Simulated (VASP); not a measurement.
Set up this calculation in VASP 6.6.1, as the native input.

```yaml
Task: single point
Functional: PBE
Potentials_or_basis: VASP PAW PBE potentials, release 64 (Mo_sv)
Cutoff: 500 eV
k_mesh: 16 × 16 × 16
Occupations: fermi-dirac, width 0.03 eV
Spin: no spin polarisation
Dipole_correction: no
Further_INCAR_settings: ALGO = Normal; EDIFF = 1e-06; NBANDS = 13
```

The structure of Mo lies in POSCAR:

```
Mo
1.0
   -1.5800079420      1.5800079420      1.5800079420
    1.5800079420     -1.5800079420      1.5800079420
    1.5800079420      1.5800079420     -1.5800079420
Mo
1
Direct
    0.0000000000      0.0000000000      0.0000000000
```

These files were run (other wordings do the same):

INCAR

```
  ALGO = Normal
  EDIFF = 1E-6
  ENCUT = 500
  GGA = PE
  GGA_COMPAT = False
  ISIF = 2
  ISMEAR = -1
  LASPH = True
  LCHARG = False
  LREAL = False
  LWAVE = False
  NBANDS = 13
  NELM = 120
  PREC = Accurate
  SIGMA = 0.03
```

KPOINTS

```
k-points
0
Gamma
  16 16 16
```

Potentials or basis: VASP PAW PBE potentials, release 64 (Mo_sv).

Command:

```bash
$ cat potpaw_PBE.64/Mo_sv/POTCAR > POTCAR
$ mpirun -np 1 vasp_std > vasp.out
```

It gave:

```yaml
Pressure: 0.5 GPa
Band_gap_on_the_k_mesh: zero (bands 7 and 8 overlap by 5.28 eV)
```

It took 7.7 s on 1 thread of Intel(R) Xeon(R) 6975P-C (Granite Rapids), on a shared host, peak memory 0.14 GiB.
